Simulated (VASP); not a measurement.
Wanted: the native input for a VASP 6.6.1 run.

```yaml
Task: relaxation of cell and atoms
Functional: PBE
Potentials_or_basis: VASP PAW PBE potentials, release 64 (Sb, Se)
Cutoff: 600 eV
k_mesh: 4 × 4 × 4
Occupations: gaussian, width 0.1 eV
Spin: no spin polarisation
Dipole_correction: no
Further_INCAR_settings: ALGO = Normal; EDIFF = 1e-06; IBRION = 2; EDIFFG = -0.04; NSW = 90; ISIF = 3
```

The structure of Sb2Se lies in POSCAR:

```
Sb2Se
1.0
    0.0000000000      4.7332770400      4.7332770400
    4.7332770400      0.0000000000      4.7332770400
    4.7332770400      4.7332770400      0.0000000000
Sb Se
4 2
Direct
    0.6250000000      0.6250000000      0.6250000000
    0.6250000000      0.6250000000      0.1250000000
    0.6250000000      0.1250000000      0.6250000000
    0.1250000000      0.6250000000      0.6250000000
    0.0000000000      0.0000000000      0.0000000000
    0.2500000000      0.2500000000      0.2500000000
```

One way to write it, as run:

INCAR

```
SYSTEM = Sb2Se
ALGO = Normal ; EDIFF = 1E-6
EDIFFG = -0.04 ; ENCUT = 600
GGA = PE ; IBRION = 2
ISIF = 3 ; ISMEAR = 0
LASPH = .True. ; LCHARG = .False.
LREAL = .False. ; LWAVE = .False.
NELM = 60 ; NSW = 90
PREC = Accurate ; SIGMA = 0.1
```

KPOINTS

```
k-points
0
Gamma
  4 4 4
  0 0 0
```

Potentials or basis: VASP PAW PBE potentials, release 64 (Sb, Se).

The run is started by

```sh
$ cat potpaw_PBE.64/Sb/POTCAR potpaw_PBE.64/Se/POTCAR > POTCAR
$ mpirun -np 1 vasp_std > vasp.out
```

Results of the run:

```yaml
Relaxed_volume: 27.11 Å³/atom
Relaxed_cell: a = 6.127 Å, b = 6.127 Å, c = 6.127 Å, α = 60.00°, β = 60.00°, γ = 60.00°
Space_group_after_relaxing_to_0.05_Å: Fd-3m (No. 227)
Energy_gained_by_relaxing: 253.2 meV/atom
Ionic_steps: 3
Pressure_after_relaxing: 0.0 GPa
Band_gap_on_the_k_mesh: zero (band 16 reaches 6.72 eV, above the bottom of band 17 at 6.12 eV)
```

Caveat: the volume moved by over 15 % at a fixed basis, so the end points are rough; spin-orbit coupling is left out, which moves the levels of the heavy elements.

It took 2.6 min on 1 thread of Intel Xeon 6975P-C (shared host), peak memory 0.44 GiB.
